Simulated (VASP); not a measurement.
A run of VASP 6.6.1 is set up as follows.

Contents of INCAR:

```
SYSTEM = TaN
PREC = Accurate
ENCUT = 520
EDIFF = 1E-6
ISMEAR = -1
SIGMA = 0.1
LREAL = .FALSE.
LASPH = .TRUE.
NELM = 100
ALGO = Normal
ISIF = 2
LWAVE = .FALSE.
LCHARG = .FALSE.
GGA = PE
NBANDS = 15
```

File KPOINTS:

```
regular mesh
0
G
  8 8 8
  0 0 0
```

POSCAR

```
TaN
1.0
    2.7546602830      0.0000000000      0.0000000000
    0.0000000000      2.7546602830      0.0000000000
    0.0000000000      0.0000000000      2.7546602830
Ta N
1 1
Direct
    0.0000000000      0.0000000000      0.0000000000
    0.5000000000      0.5000000000      0.5000000000
```

Potentials or basis: VASP PAW PBE potentials, release 64 (Ta_pv, N).

Command:

```bash
$ cat potpaw_PBE.64/Ta_pv/POTCAR potpaw_PBE.64/N/POTCAR > POTCAR
$ mpirun -np 1 vasp_std > vasp.out
```

(1) Estimate the pressure.

(2) Predict the band gap on the k mesh.

## Answers

(1) 0.7 GPa.

(2) zero (band 8 reaches 15.23 eV, above the bottom of band 9 at 6.51 eV).

Caveat: spin-orbit coupling is left out, which moves the levels of the heavy elements.
